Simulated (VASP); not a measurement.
A run of VASP 6.6.1 is set up as follows.

The input INCAR:

```
  PREC = Accurate
  ENCUT = 520
  EDIFF = 1E-6
  ISMEAR = -1
  SIGMA = 0.05
  LREAL = F
  LASPH = T
  NELM = 100
  ALGO = Normal
  ISIF = 2
  LWAVE = F
  LCHARG = F
  GGA = PE
  NBANDS = 35
```

The input KPOINTS:

```
Automatic mesh
0
Gamma
  6 6 8
```

The input POSCAR:

```
SnO2
1.0
    4.8270044118      0.0000000000      0.0000000000
    0.0000000000      4.8270044118      0.0000000000
    0.0000000000      0.0000000000      3.2382818651
Sn O
2 4
Direct
    0.5000000000      0.5000000000      0.5000000000
    0.0000000000      0.0000000000      0.0000000000
    0.8065724920      0.1934275080      0.5000000000
    0.6934275080      0.6934275080      0.0000000000
    0.1934275080      0.8065724920      0.5000000000
    0.3065724920      0.3065724920      0.0000000000
```

Potentials or basis: VASP PAW PBE potentials, release 64 (Sn_d, O).

Run with:

```sh
$ cat potpaw_PBE.64/Sn_d/POTCAR potpaw_PBE.64/O/POTCAR > POTCAR
$ mpirun -np 1 vasp_std > vasp.out
```

(1) Predict the band gap on the k mesh.

(2) Predict the pressure.

(3) What does it give for the largest force?

Answers

(1) 0.67 eV.

(2) 0.6 GPa.

(3) 0.016 eV/Å.

Caveat: semilocal functionals underestimate gaps, and a narrow one can read as zero; spin-orbit coupling is left out, which moves the levels of the heavy elements.
